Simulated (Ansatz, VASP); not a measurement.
LaZn: VASP beside Ansatz

Contents of INCAR:

```
  ALGO = Normal
  EDIFF = 1E-8
  ENCUT = 520
  GGA = CA
  ISIF = 2
  ISMEAR = -1
  LASPH = T
  LCHARG = F
  LEFG = T
  LREAL = F
  LWAVE = F
  NBANDS = 18
  NELM = 100
  PREC = Accurate
  SIGMA = 0.05
```

KPOINTS

```
k-points
0
Gamma
  9 9 9
```

File POSCAR:

```
LaZn
1.0
    3.6734479077      0.0000000000      0.0000000000
    0.0000000000      3.6734479077      0.0000000000
    0.0000000000      0.0000000000      3.6734479077
La Zn
1 1
Direct
    0.5000000000      0.5000000000      0.5000000000
    0.0000000000      0.0000000000      0.0000000000
```

Input for Ansatz:

```yaml
crystal:
  lattice:
    - [3.6734479077, 0.0, 0.0]
    - [0.0, 3.6734479077, 0.0]
    - [0.0, 0.0, 3.6734479077]
  atoms:
    - { symbol: La, position: [0.5, 0.5, 0.5] }
    - { symbol: Zn, position: [0.0, 0.0, 0.0] }
kpoints:
  mp_grid: { grid: [9, 9, 9] }
scf:
  occupations: { method: fermi_dirac, width: 0.05 }
hamiltonian:
  xc: lda
  pseudopotentials: { kind: all_electron, datasets: crystal }
output:
  forces: true
  stress: true
  eigenvalues: true
  efg: { contact_densities: true }
```

Change from the starting cell: volume scaled by 0.94, crystal datasets.

Alike in both runs: task electric field gradients; functional LDA; k mesh 9 × 9 × 9; occupations fermi-dirac, width 0.05 eV; no spin polarisation.

|  | VASP | Ansatz |
| --- | --- | --- |
| version | VASP 6.6.1 | Ansatz 0.2.0 |
| potentials or method | VASP PAW LDA potentials, release 64 (La, Zn), cutoff 520 eV | all-electron PAW with datasets made for the crystal, scalar-relativistic |

```tsv
	VASP	Ansatz	Ansatz less VASP
pressure (GPa)	-1.1	-1.1	-0.05
```

LDA's correlation is that of Perdew and Zunger in VASP and of Perdew and Wang (1992) in Ansatz. Ansatz ran all-electron here, and VASP with PAW potentials.

Spin-orbit coupling is off throughout.
